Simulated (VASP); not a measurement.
Here is a VASP 6.6.1 calculation.

Contents of INCAR:

```
SYSTEM = Os
ALGO = Fast ; EDIFF = 1E-6
ENCUT = 520 ; GGA = PE
ISIF = 2 ; ISMEAR = 0
LASPH = .True. ; LCHARG = .True.
LELF = .True. ; LREAL = .False.
LVHAR = .True. ; LWAVE = .False.
NBANDS = 15 ; NELM = 100
PREC = Accurate ; SIGMA = 0.1
```

File KPOINTS:

```
k-points
0
Gamma
  9 9 9
  0 0 0
```

File POSCAR:

```
Os
1.0
    1.3599328786      0.7851576135      4.7475724434
   -1.3599328786      0.7851576135      4.7475724434
    0.0000000000     -1.5703152270      4.7475724434
Os
2
Direct
    0.0921096214      0.0921096214      0.0921096214
    0.9078903786      0.9078903786      0.9078903786
```

Potentials or basis: VASP PAW PBE potentials, release 64 (Os).

Command:

```bash
$ cat potpaw_PBE.64/Os/POTCAR > POTCAR
$ mpirun -np 1 vasp_std > vasp.out
```

Problem. Predict the largest force.

Solution. 0.019 eV/Å.

Problem. What does it give for the band gap on the k mesh?

Solution. Zero (bands 8 and 9 overlap by 2.86 eV).

Stress tensor (GPa, compression positive):
```
 0.12  0.00  0.00
 0.00  0.12  0.00
 0.00  0.00 -0.56
```

Caveat: spin-orbit coupling is left out, which moves the levels of the heavy elements.
